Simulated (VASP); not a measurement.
# TiCo (Pm-3m) in VASP: a series of runs

TiCo is run at these levels: PBE, PBEsol; tasks: single point.

All numbers are computed with VASP 6.6.1; they aren't measurements. Logs are shortened: lines on timing, memory, paths and dates and some standing lists are left out, and cuts for length are marked.

**1. The cell of the first run**

The structure is cubic, space group Pm-3m (No. 221). Conventional cell: a = 2.925 Å, b = 2.925 Å, c = 2.925 Å, α = 90.00°, β = 90.00°, γ = 90.00°. Co (site symmetry m-3m) has 8 Ti at 2.53 Å and 6 Co at 2.93 Å within 3.3 Å. Ti (site symmetry m-3m) has 8 Co at 2.53 Å and 6 Ti at 2.93 Å within 3.3 Å.

**2. Single point, PBE, collinear spin, ferromagnetic start (volume scaled by 0.94)**

INCAR reads:

```
  PREC = Accurate
  ENCUT = 520
  EDIFF = 1E-6
  ISMEAR = -1
  SIGMA = 0.05
  LREAL = False
  LASPH = True
  NELM = 150
  ALGO = Normal
  ISIF = 2
  LWAVE = False
  LCHARG = False
  ISPIN = 2
  MAGMOM = 2 1
  LORBIT = 11
  LMAXMIX = 4
  GGA = PE
  NBANDS = 22
```

KPOINTS reads:

```
regular mesh
0
Gamma
  9 9 9
```

POSCAR reads:

```
TiCo
1.0
    2.9251528449      0.0000000000      0.0000000000
    0.0000000000      2.9251528449      0.0000000000
    0.0000000000      0.0000000000      2.9251528449
Co Ti
1 1
Direct
    0.5000000000      0.5000000000      0.5000000000
    0.0000000000      0.0000000000      0.0000000000
```

Potentials or basis: VASP PAW PBE potentials, release 64 (Co, Ti_sv).

On the command line:

```console
> cat potpaw_PBE.64/Co/POTCAR potpaw_PBE.64/Ti_sv/POTCAR > POTCAR
> mpirun -np 1 vasp_std > vasp.out
```

OUTCAR:

```text
PREC = Accurate
   ENCUT = 520
   EDIFF = 1E-6
   ISMEAR = -1
   LREAL = False
   LASPH = True
   NELM = 150
   ISIF = 2
   ISPIN = 2
   LORBIT = 11
   GGA = PE

 ion  position               nearest neighbor table
   1  0.500  0.500  0.500-   2 2.53   2 2.53   2 2.53   2 2.53   2 2.53   2 2.53   2 2.53   2 2.53

   2  0.000  0.000  0.000-   1 2.53   1 2.53   1 2.53   1 2.53   1 2.53   1 2.53   1 2.53   1 2.53

  LATTYP: Found a simple cubic cell.
 ALAT       =     2.9251528449

  Lattice vectors:

 A1 = (   2.9251528449,   0.0000000000,   0.0000000000)
 A2 = (   0.0000000000,   2.9251528449,   0.0000000000)
 A3 = (   0.0000000000,   0.0000000000,   2.9251528449)

Analysis of symmetry for initial positions (statically):
=====================================================================
 Subroutine PRICEL returns:
 Original cell was already a primitive cell.

 Routine SETGRP: Setting up the symmetry group for a
 simple cubic supercell.

 Subroutine GETGRP returns: Found 48 space group operations
 (whereof 48 operations were pure point group operations)
 out of a pool of 48 trial point group operations.

The static configuration has the point symmetry O_h .

Analysis of symmetry for dynamics (positions and initial velocities):
=====================================================================
 Subroutine PRICEL returns:
 Original cell was already a primitive cell.

 Routine SETGRP: Setting up the symmetry group for a
 simple cubic supercell.

 Subroutine GETGRP returns: Found 48 space group operations
 (whereof 48 operations were pure point group operations)
 out of a pool of 48 trial point group operations.

The dynamic configuration has the point symmetry O_h .

Analysis of structural, dynamic, and magnetic symmetry:
=====================================================================
 Subroutine PRICEL returns:
 Original cell was already a primitive cell.

 Routine SETGRP: Setting up the symmetry group for a
 simple cubic supercell.

 Subroutine GETGRP returns: Found 48 space group operations
 (whereof 48 operations were pure point group operations)
 out of a pool of 48 trial point group operations.

The overall configuration has the point symmetry O_h .

 Subroutine INISYM returns: Found 48 space group operations
 (whereof 48 operations are pure point group operations),
 and found     1 'primitive' translations

----------------------------------------------------------------------------------------

[... 108 lines left out ...]
   EFERMI_NEDOS =   21; number of points for ismear=-14 and -15
   IALGO  =     38    algorithm
   IMIX   =      4    mixing-type and parameters
     AMIX     =   0.40;   BMIX     =  1.00
     AMIX_MAG =   1.60;   BMIX_MAG =  1.00
  volume/ion in A,a.u.               =      12.51        84.45
  Fermi-wavevector in a.u.,A,eV,Ry     =   1.544067  2.917863 32.438217  2.384142
  Thomas-Fermi vector in A             =   2.649640
   LORBIT       =     11    0 simple, 1 ext, 2 COOP (PROOUT), +10 PAW based schemes
   GGA     = PE    functional components
   LHFCALC =     F    Hartree Fock is set to
   AEXX    =    0.0000 exact exchange contribution
   IVDW    =     0    specifies the selected vdW correction
   LEPSILON=     F    determine dielectric tensor
   LRPA    =     F    only Hartree local field effects (RPA)
 spin polarized calculation
  energy-cutoff  :      520.00
  volume of cell :       25.03
 maximum number of plane-waves:       691
 NGX is ok and might be reduce to    24
   NGX = 11   NGY = 11   NGZ = 11

 number of electron      21.0000013 magnetization       0.6596518

 Free energy of the ion-electron system (eV)
  ---------------------------------------------------
  ext. energy  EPLUGINS =         0.00000000
  ---------------------------------------------------
  free energy    TOTEN  =       -15.64136834 eV

  energy without entropy =      -15.62490805  energy(sigma->0) =      -15.63313820

 E-fermi :  10.7880     XC(G=0): -12.9076

 val. band max:       10.7755711533   @ k =   0.4444   0.4444   0.1111
 cond. band min:      10.8049870635   @ k =   0.3333   0.1111   0.0000
 fundamental gap:      0.0294159103
 Fermi energy:        10.7879928437

 spin component 1

 k-point     1 :       0.0000    0.0000    0.0000
  band No.  band energies     occupation
      1     -46.3209      1.00000
      2     -22.3933      1.00000
      3     -22.3933      1.00000
      4     -22.3933      1.00000
      5       2.8143      1.00000
      6       6.3626      1.00000
[... 589 lines left out ...]
     21      28.2191      0.00000
     22      31.4755      0.00000

 [... further k-points ...]

 spin component 2

 k-point     1 :       0.0000    0.0000    0.0000
  band No.  band energies     occupation
      1     -46.3192      1.00000
      2     -22.3919      1.00000
      3     -22.3919      1.00000
      4     -22.3919      1.00000
      5       2.8127      1.00000
      6       6.8508      1.00000
[... 589 lines left out ...]
     21      28.2617      0.00000
     22      31.4703      0.00000

 [... further k-points ...]
[... 5 lines left out ...]
  --------------------------------------------------------------------------------------
  -------------------------------------------------------------------------------------
  Total        1.5677348      1.5677348      1.5677348     -0.0000000      0.0000000     -0.0000000
  in kB      100.3546468    100.3546468    100.3546468     -0.0000000      0.0000000     -0.0000000
  external PRESSURE =     100.3546468 kB  Pullay stress =       0.0000000 kB

 VOLUME and BASIS-vectors are now :
 -----------------------------------------------------------------------------
  energy-cutoff  :      520.00
  volume of cell :       25.03
      direct lattice vectors                 reciprocal lattice vectors
     2.925152845  0.000000000  0.000000000     0.341862478  0.000000000  0.000000000
     0.000000000  2.925152845  0.000000000     0.000000000  0.341862478  0.000000000
     0.000000000  0.000000000  2.925152845     0.000000000  0.000000000  0.341862478

 POSITION                                       TOTAL-FORCE (eV/Angst)
 -----------------------------------------------------------------------------------
      1.46258      1.46258      1.46258         0.000000      0.000000      0.000000
      0.00000      0.00000      0.00000         0.000000      0.000000      0.000000
 -----------------------------------------------------------------------------------
    total drift:                                0.000000      0.000000     -0.000000

  FREE ENERGIE OF THE ION-ELECTRON SYSTEM (eV)
  ---------------------------------------------------
  free  energy   TOTEN  =       -15.6413683424 eV

  energy  without entropy=      -15.6249080489  energy(sigma->0) =      -15.63313820

 total charge

# of ion       s       p       d       tot
------------------------------------------
    1        0.549   0.493   7.359   8.400
    2        2.262   6.201   1.916  10.378
--------------------------------------------------
tot          2.810   6.694   9.274  18.778

 magnetization (x)

# of ion       s       p       d       tot
------------------------------------------
    1        0.024  -0.005   0.687   0.706
    2       -0.002  -0.010  -0.001  -0.013
--------------------------------------------------
tot          0.022  -0.016   0.686   0.693
```

OSZICAR:

```text
N       E                     dE             d eps       ncg     rms          rms(c)
DAV:   1     0.164774406397E+03    0.16477E+03   -0.98345E+03  3184   0.125E+03
DAV:   2    -0.691298381078E+01   -0.17169E+03   -0.16313E+03  3194   0.304E+02
DAV:   3    -0.170700726779E+02   -0.10157E+02   -0.99606E+01  3758   0.788E+01
DAV:   4    -0.173458936630E+02   -0.27582E+00   -0.27529E+00  3574   0.118E+01
DAV:   5    -0.173547502231E+02   -0.88566E-02   -0.88561E-02  3710   0.202E+00    0.163E+01
DAV:   6    -0.168465190248E+02    0.50823E+00   -0.10331E+01  3526   0.422E+01    0.111E+01
DAV:   7    -0.169739249889E+02   -0.12741E+00   -0.15581E+01  3766   0.358E+01    0.152E+01
DAV:   8    -0.156212978046E+02    0.13526E+01   -0.62504E+00  3666   0.200E+01    0.195E+00
DAV:   9    -0.156440227858E+02   -0.22725E-01   -0.19652E-01  4184   0.382E+00    0.219E+00
DAV:  10    -0.156438125982E+02    0.21019E-03   -0.56669E-02  3622   0.236E+00    0.110E+00
DAV:  11    -0.156417800295E+02    0.20326E-02   -0.17869E-02  4136   0.121E+00    0.439E-01
DAV:  12    -0.156415114107E+02    0.26862E-03   -0.30768E-03  4060   0.409E-01    0.186E-01
DAV:  13    -0.156413943640E+02    0.11705E-03   -0.35389E-04  3972   0.142E-01    0.822E-02
DAV:  14    -0.156413560932E+02    0.38271E-04   -0.87388E-05  4608   0.610E-02    0.337E-02
DAV:  15    -0.156413629102E+02   -0.68169E-05   -0.20254E-05  4226   0.379E-02    0.179E-02
DAV:  16    -0.156413673436E+02   -0.44334E-05   -0.19503E-05  3684   0.368E-02    0.103E-02
DAV:  17    -0.156413683424E+02   -0.99884E-06   -0.78369E-06  3028   0.240E-02
   1 F= -.15641368E+02 E0= -.15633138E+02  d E =-.164603E-01  mag=     0.6592
```

It took 29 s on 1 thread of Intel Xeon Platinum 8259CL at 2.50GHz (Skylake/Cascade Lake), shared host; peak memory 0.16 GiB.

Results:

* Free energy: -15.6414 eV
* Pressure: 10.0 GPa
* Net moment: 0.66 μB per cell
* Site moments: Co +0.71; Ti -0.01 μB
* Valence electrons inside the program's atomic spheres: Co 8.40; Ti 10.38

Levels at points of the mesh, in eV from the Fermi level:
Spin up:
```tsv
k point	band 7	band 8	band 9	band 10	band 11	band 12	band 13	band 14
(0.00, 0.00, 0.00)	-4.43	-1.91	-1.91	-1.91	0.55	0.55	2.85	2.85
```
Spin down:
| k point | band 7 | band 8 | band 9 | band 10 | band 11 | band 12 | band 13 | band 14 |
| --- | --- | --- | --- | --- | --- | --- | --- | --- |
| (0.00, 0.00, 0.00) | -3.94 | -1.50 | -1.50 | -1.50 | 0.99 | 0.99 | 2.94 | 2.94 |

(Part 1 of 2 ends here.)
